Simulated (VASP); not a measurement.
Wanted: the native input for a VASP 6.6.1 run.

| Property | Result |
| --- | --- |
| Task | single point |
| Functional | PBE |
| Potentials or basis | VASP PAW PBE potentials, release 64 (Ta_pv, Si) |
| Cutoff | 520 eV |
| k mesh | 6 × 6 × 6 |
| Occupations | gaussian, width 0.1 eV |
| Spin | no spin polarisation |
| Dipole correction | no |
| Further INCAR settings | ALGO = Normal; EDIFF = 1e-06; NBANDS = 16 |

The structure of TaSi2 lies in POSCAR:

```
TaSi2
1.0
    0.0000000000      2.9593181580      2.9593181580
    2.9593181580      0.0000000000      2.9593181580
    2.9593181580      2.9593181580      0.0000000000
Ta Si
1 2
Direct
    0.2500000000      0.2500000000      0.2500000000
    0.7500000000      0.7500000000      0.7500000000
    0.5000000000      0.5000000000      0.5000000000
```

These files were run (other wordings do the same):

INCAR

```
ALGO = Normal
EDIFF = 1E-6
ENCUT = 520
GGA = PE
ISIF = 2
ISMEAR = 0
LASPH = T
LCHARG = F
LREAL = F
LWAVE = F
NBANDS = 16
NELM = 60
PREC = Accurate
SIGMA = 0.1
```

KPOINTS

```
k-points
0
Gamma
  6 6 6
```

Potentials or basis: VASP PAW PBE potentials, release 64 (Ta_pv, Si).

Command:

```bash
$ cat potpaw_PBE.64/Ta_pv/POTCAR potpaw_PBE.64/Si/POTCAR > POTCAR
$ mpirun -np 1 vasp_std > vasp.out
```

It gave:

| Quantity | Value |
| --- | --- |
| Pressure | -0.3 GPa |

Wall time 12 s on 1 thread of Intel Xeon 6975P-C, with other jobs on the host, peak memory 0.18 GiB.
